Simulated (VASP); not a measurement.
# TiO2 (Rutile) (P4_2/mnm) in VASP: notebook, part 3 of 3

VASP 6.6.1.

## Step 4: Relaxation of cell and atoms, PBEsol

This run uses another cell than the first one, of 10.39 Å³/atom, 0.953 times its volume.

File INCAR:

```
PREC = Accurate ; ENCUT = 600
EDIFF = 1E-6 ; ISMEAR = 0
SIGMA = 0.01 ; LREAL = F
LASPH = T ; NELM = 60
ALGO = Normal ; ISIF = 3
LWAVE = F ; LCHARG = F
GGA = PS ; IBRION = 2
NSW = 80 ; EDIFFG = -0.001
```

File KPOINTS:

```
Automatic mesh
0
Gamma
  3 3 5
```

File POSCAR:

```
TiO2
1.0
    4.5922000000      0.0000000000      0.0000000000
    0.0000000000      4.5922000000      0.0000000000
    0.0000000000      0.0000000000      2.9574000000
Ti O
2 4
Direct
    0.0000000000      0.0000000000      0.0000000000
    0.5000000000      0.5000000000      0.5000000000
    0.3049600000      0.3049600000      0.0000000000
    0.1950400000      0.8049600000      0.5000000000
    0.6950400000      0.6950400000      0.0000000000
    0.8049600000      0.1950400000      0.5000000000
```

Potentials or basis: VASP PAW PBE potentials, release 64 (Ti_sv, O).

Run with:

```sh
> cat potpaw_PBE.64/Ti_sv/POTCAR potpaw_PBE.64/O/POTCAR > POTCAR
> mpirun -np 1 vasp_std > vasp.out
```

OUTCAR:

```text
PREC = Accurate
   ENCUT = 600
   EDIFF = 1E-6
   ISMEAR = 0
   LREAL = F
   LASPH = T
   NELM = 60
   ISIF = 3
   GGA = PS
   IBRION = 2
   NSW = 80
   EDIFFG = -0.001

 ion  position               nearest neighbor table
   1  0.000  0.000  0.000-   4 1.95   6 1.95   4 1.95   6 1.95   5 1.98   3 1.98
   2  0.500  0.500  0.500-   3 1.95   5 1.95   3 1.95   5 1.95   4 1.98   6 1.98
   3  0.305  0.305  0.000-   2 1.95   2 1.95   1 1.98
   4  0.195  0.805  0.500-   1 1.95   1 1.95   2 1.98
   5  0.695  0.695  0.000-   2 1.95   2 1.95   1 1.98
   6  0.805  0.195  0.500-   1 1.95   1 1.95   2 1.98

  LATTYP: Found a simple tetragonal cell.
 ALAT       =     4.5922000000
 C/A-ratio  =     0.6440050520

  Lattice vectors:

 A1 = (   4.5922000000,   0.0000000000,   0.0000000000)
 A2 = (   0.0000000000,   4.5922000000,   0.0000000000)
 A3 = (   0.0000000000,   0.0000000000,   2.9574000000)

Analysis of symmetry for initial positions (statically):
=====================================================================
 Subroutine PRICEL returns:
 Original cell was already a primitive cell.

 Routine SETGRP: Setting up the symmetry group for a
 simple tetragonal supercell.

 Subroutine GETGRP returns: Found 16 space group operations
 (whereof  8 operations were pure point group operations)
 out of a pool of 16 trial point group operations.

The static configuration has the point symmetry D_2h.
 The point group associated with its full space group is D_4h.

Analysis of symmetry for dynamics (positions and initial velocities):
=====================================================================
 Subroutine PRICEL returns:
 Original cell was already a primitive cell.

 Routine SETGRP: Setting up the symmetry group for a
 simple tetragonal supercell.

 Subroutine GETGRP returns: Found 16 space group operations
 (whereof  8 operations were pure point group operations)
 out of a pool of 16 trial point group operations.

The dynamic configuration has the point symmetry D_2h.
 The point group associated with its full space group is D_4h.

 Subroutine INISYM returns: Found 16 space group operations
 (whereof  8 operations are pure point group operations),
 and found     1 'primitive' translations

----------------------------------------------------------------------------------------

                                     Primitive cell

  volume of cell :      62.3665

  direct lattice vectors                    reciprocal lattice vectors
     4.592200000  0.000000000  0.000000000     0.217760550  0.000000000  0.000000000
     0.000000000  4.592200000  0.000000000     0.000000000  0.217760550  0.000000000
     0.000000000  0.000000000  2.957400000     0.000000000  0.000000000  0.338134848

  length of vectors
     4.592200000  4.592200000  2.957400000     0.217760550  0.217760550  0.338134848

  position of ions in fractional coordinates (direct lattice)
     0.000000000  0.000000000  0.000000000
     0.500000000  0.500000000  0.500000000
     0.304960000  0.304960000  0.000000000
     0.195040000  0.804960000  0.500000000
     0.695040000  0.695040000  0.000000000
     0.804960000  0.195040000  0.500000000

  ion indices of the primitive-cell ions
   primitive index   ion index
                 1           1
                 2           2
[... 34 lines left out ...]
  0.333333  0.000000  0.000000      4.000000
  0.333333  0.333333  0.000000      4.000000
  0.000000  0.000000  0.200000      2.000000
  0.333333  0.000000  0.200000      8.000000
  0.333333  0.333333  0.200000      8.000000
  0.000000  0.000000  0.400000      2.000000
  0.333333  0.000000  0.400000      8.000000
  0.333333  0.333333  0.400000      8.000000
   k-points           NKPTS =      9   k-points in BZ     NKDIM =      9   number of bands    NBANDS=     28
   number of dos      NEDOS =    301   number of ions     NIONS =      6
   total plane-waves  NPLWV =  38400
   dimension x,y,z NGX =    40 NGY =   40 NGZ =   24
   dimension x,y,z NGXF=    80 NGYF=   80 NGZF=   48
   ions per type =               2   4
   NGX,Y,Z   is equivalent  to a cutoff of  14.48, 14.48, 13.49 a.u.
   NGXF,Y,Z  is equivalent  to a cutoff of  28.96, 28.96, 26.98 a.u.
 SYSTEM =  unknown system
   PREC   = accura    normal or accurate (medium, high low for compatibility)
   ISTART =      0    job   : 0-new  1-cont  2-samecut
   ICHARG =      2    charge: 1-file 2-atom 10-const
   ISPIN  =      1    spin polarized calculation?
   LNONCOLLINEAR =      F non collinear calculations
   LSORBIT =      F    spin-orbit coupling
   LASPH  =      T    aspherical Exc in radial PAW
   ENCUT  =  600.0 eV  44.10 Ry    6.64 a.u.   9.17  9.17  5.91*2*pi/ulx,y,z
   NELM   =     60;   NELMIN=  2; NELMDL= -5     # of ELM steps
   EDIFF  = 0.1E-05   stopping-criterion for ELM
   LREAL  =      F    real-space projection
   EDIFFG = -.1E-02   stopping-criterion for IOM
   NSW    =     80    number of steps for IOM
   IBRION =      2    ionic relax: 0-MD 1-quasi-New 2-CG
   NFREE  =      1    steps in history (QN), initial steepest desc. (CG)
   ISIF   =      3    stress and relaxation
   ISYM   =      2    0-nonsym 1-usesym 2-fastsym
   POTIM  = 0.5000    time-step for ionic-motion
   TEBEG  =    0.0;   TEEND  =   0.0 temperature during run
   PSTRESS=    0.0 pullay stress
   NELECT =      48.0000    total number of electrons
   NUPDOWN=      -1.0000    fix difference up-down
   EMIN   =  10.00;   EMAX   =-10.00  energy-range for DOS
   EFERMI =   0.00;   METHOD = LEGACY
   ISMEAR =     0;   SIGMA  =   0.01  broadening in eV -4-tet -1-fermi 0-gaus
   EFERMI_NEDOS =   21; number of points for ismear=-14 and -15
   IALGO  =     38    algorithm
   IMIX   =      4    mixing-type and parameters
     AMIX     =   0.40;   BMIX     =  1.00
     AMIX_MAG =   1.60;   BMIX_MAG =  1.00
  volume/ion in A,a.u.               =      10.39        70.15
  Fermi-wavevector in a.u.,A,eV,Ry     =   1.500277  2.835112 30.624403  2.250830
  Thomas-Fermi vector in A             =   2.611798
   LORBIT       =      0    0 simple, 1 ext, 2 COOP (PROOUT), +10 PAW based schemes
   GGA     = PS    functional components
   LHFCALC =     F    Hartree Fock is set to
   AEXX    =    0.0000 exact exchange contribution
   IVDW    =     0    specifies the selected vdW correction
   LEPSILON=     F    determine dielectric tensor
   LRPA    =     F    only Hartree local field effects (RPA)
 conjugate gradient relaxation of ions
 non-spin polarized calculation
 Gauss-broadening in eV      SIGMA  =   0.01
  energy-cutoff  :      600.00
  volume of cell :       62.37
 maximum number of plane-waves:      2091
 NGX is ok and might be reduce to    40
   NGX = 19   NGY = 19   NGZ = 11

--------------------------------------- Ionic step        1  -------------------------------------------

 number of electron      47.9999989 magnetization

 Free energy of the ion-electron system (eV)
  ---------------------------------------------------
  ext. energy  EPLUGINS =         0.00000000
  ---------------------------------------------------
  free energy    TOTEN  =       -56.10031283 eV

  energy without entropy =      -56.10031283  energy(sigma->0) =      -56.10031283

------------------------ aborting loop because EDIFF is reached ----------------------------------------

  FORCE on cell =-STRESS in cart. coord.  units (eV):
  Direction    XX          YY          ZZ          XY          YZ          ZX
  --------------------------------------------------------------------------------------
  -------------------------------------------------------------------------------------
  Total       -0.2961825     -0.2961825     -0.8988719      0.0000000      0.0000000      0.0000000
  in kB       -7.6088376     -7.6088376    -23.0917425      0.0000000      0.0000000      0.0000000
  external PRESSURE =     -12.7698059 kB  Pullay stress =       0.0000000 kB
[... 101 lines left out ...]
  FREE ENERGIE OF THE ION-ELECTRON SYSTEM (eV)
  ---------------------------------------------------
  free  energy   TOTEN  =       -56.1024650917 eV

  energy  without entropy=      -56.1024650917  energy(sigma->0) =      -56.10246509

[... ionic steps 4 to 8 ...]

--------------------------------------- Ionic step        9  -------------------------------------------

 number of electron      47.9999990 magnetization

------------------------ aborting loop because EDIFF is reached ----------------------------------------
[... 75 lines left out ...]
--------------------------------------- Ionic step       11  -------------------------------------------

 number of electron      47.9999990 magnetization

 Free energy of the ion-electron system (eV)
  ---------------------------------------------------
  ext. energy  EPLUGINS =         0.00000000
  ---------------------------------------------------
  free energy    TOTEN  =       -56.10299586 eV

  energy without entropy =      -56.10299586  energy(sigma->0) =      -56.10299586

 E-fermi :   4.9260     XC(G=0): -11.7351

 val. band max:        4.7929994073   @ k =   0.0000   0.0000   0.0000
 cond. band min:       6.6199567131   @ k =   0.0000   0.0000   0.0000
 fundamental gap:      1.8269573058
 Fermi energy:         4.9259638784

 k-point     1 :       0.0000    0.0000    0.0000
  band No.  band energies     occupation
      1     -51.8477      2.00000
      2     -51.8295      2.00000
      3     -28.2771      2.00000
      4     -28.2771      2.00000
      5     -28.1036      2.00000
      6     -28.1036      2.00000
[... 301 lines left out ...]
  FREE ENERGIE OF THE ION-ELECTRON SYSTEM (eV)
  ---------------------------------------------------
  free  energy   TOTEN  =       -56.1029958601 eV

  energy  without entropy=      -56.1029958601  energy(sigma->0) =      -56.10299586

 reached required accuracy - stopping structural energy minimisation
```

OSZICAR:

```text
N       E                     dE             d eps       ncg     rms          rms(c)
DAV:   1     0.720568250405E+03    0.72057E+03   -0.27464E+04   504   0.222E+03
DAV:   2     0.723296754401E+02   -0.64824E+03   -0.62645E+03   512   0.615E+02
DAV:   3    -0.664265773364E+02   -0.13876E+03   -0.13224E+03   816   0.230E+02
[... 67 lines left out ...]
DAV:   1    -0.561029959547E+02    0.65936E-06   -0.24900E-06   336   0.210E-02    0.282E-03
DAV:   2    -0.561029958983E+02    0.56427E-07   -0.49043E-07   252   0.918E-03
  10 F= -.56102996E+02 E0= -.56102996E+02  d E =-.116496E-06
       N       E                     dE             d eps       ncg     rms          rms(c)
DAV:   1    -0.561029958704E+02    0.84298E-07   -0.12601E-06   252   0.123E-02    0.130E-03
DAV:   2    -0.561029958601E+02    0.10277E-07   -0.35535E-07   252   0.623E-03
  11 F= -.56102996E+02 E0= -.56102996E+02  d E =-.783475E-07
```

CONTCAR:

```text
TiO2
   1.00000000000000
     4.5914772316936245    0.0000000000000000    0.0000000000000000
     0.0000000000000000    4.5914772316936245    0.0000000000000000
     0.0000000000000000    0.0000000000000000    2.9430506205539362
  Ti              O
     2     4
Direct
     0.0000000000000000    0.0000000000000000    0.0000000000000000
     0.5000000000000000    0.5000000000000000    0.5000000000000000
     0.3043159270492946    0.3043159270492946    0.0000000000000000
     0.1956840729507055    0.8043159270492944    0.5000000000000000
     0.6956840729507056    0.6956840729507056    0.0000000000000000
     0.8043159270492944    0.1956840729507055    0.5000000000000000

  0.00000000E+00  0.00000000E+00  0.00000000E+00
  0.00000000E+00  0.00000000E+00  0.00000000E+00
  0.00000000E+00  0.00000000E+00  0.00000000E+00
  0.00000000E+00  0.00000000E+00  0.00000000E+00
  0.00000000E+00  0.00000000E+00  0.00000000E+00
  0.00000000E+00  0.00000000E+00  0.00000000E+00
```

Run time: 59 s. Hardware: 1 thread of AMD EPYC 9R45 (Zen 5), shared host; peak memory 0.17 GiB.

Results:

* Free energy: -56.1030 eV
* Relaxed volume: 10.34 Å³/atom
* Relaxed cell: a = 4.591 Å, b = 4.591 Å, c = 2.943 Å, α = 90.00°, β = 90.00°, γ = 90.00°
* Space group after relaxing (to 0.05 Å): P4_2/mnm (No. 136)
* Energy gained by relaxing: 0.4 meV/atom
* Ionic steps: 11
* Pressure after relaxing: 0.0 GPa
* Band gap on the k mesh: 1.83 eV, direct

Step by step:
```csv
step,energy change (eV),largest force (eV/Å),pressure (GPa),volume (Å³)
1,0.0000,0.0558,-1.28,62.37
2,-0.0002,0.0654,1.79,61.62
3,-0.0022,0.0603,0.26,61.99
4,-0.0027,0.0030,0.04,62.04
5,-0.0027,0.0038,0.02,62.04
6,-0.0027,0.0005,-0.02,62.05
7,-0.0027,0.0004,-0.01,62.05
8,-0.0027,0.0002,0.02,62.04
9,-0.0027,0.0002,0.02,62.04
10,-0.0027,0.0013,0.00,62.04
11,-0.0027,0.0004,-0.01,62.04
```

Final structure:
```cif
data_structure
_symmetry_space_group_name_H-M 'P 1'
_symmetry_Int_Tables_number 1
_cell_length_a 4.5915
_cell_length_b 4.5915
_cell_length_c 2.9431
_cell_angle_alpha 90.000
_cell_angle_beta 90.000
_cell_angle_gamma 90.000
_cell_volume 62.04
loop_
_atom_site_label
_atom_site_type_symbol
_atom_site_fract_x
_atom_site_fract_y
_atom_site_fract_z
_atom_site_occupancy
Ti1 Ti 0.00000 0.00000 0.00000 1
Ti2 Ti 0.50000 0.50000 0.50000 1
O1 O 0.30432 0.30432 0.00000 1
O2 O 0.19568 0.80432 0.50000 1
O3 O 0.69568 0.69568 0.00000 1
O4 O 0.80432 0.19568 0.50000 1
```

Levels at points of the mesh, in eV from the valence-band top:
```tsv
k point	band 21	band 22	band 23	band 24	band 25	band 26	band 27	band 28
(0.00, 0.00, 0.00)	-0.69	-0.46	-0.46	0.00	1.83	2.11	2.40	2.50
```

Caveat: the k points lie up to 0.46 Å⁻¹ apart in the final cell; the PAW data sets were made with another functional, which shifts forces and pressure a little.

## Step 5: The runs side by side

| task | level | cell | cutoff (eV) | gap on the mesh (eV) | pressure (GPa) | relaxed volume (Å³/atom) |
| --- | --- | --- | --- | --- | --- | --- |
| single point | RPBE | a = 4.686, b = 4.686, c = 2.981 Å, 6 atoms | 520 | 1.84 | 0.6 | - |
| relaxation of cell and atoms | PBE+D3(BJ) | relaxed from a = 4.592, b = 4.592, c = 2.957 Å, 6 atoms | 600 | 1.83 | 0.0 | 10.47 |
| relaxation of cell and atoms | PBEsol | relaxed from a = 4.592, b = 4.592, c = 2.957 Å, 6 atoms | 600 | 1.83 | 0.0 | 10.34 |

Alike in all rows: potentials or basis VASP PAW PBE potentials, release 64 (Ti_sv, O); no spin polarisation; k mesh 3 × 3 × 5; smearing gaussian 0.01 eV.

Caveats: all runs use coarse meshes; the PAW data sets were made with another functional, which shifts forces and pressure a little (some runs).

Absolute energies hang on the potentials; compare differences alone.
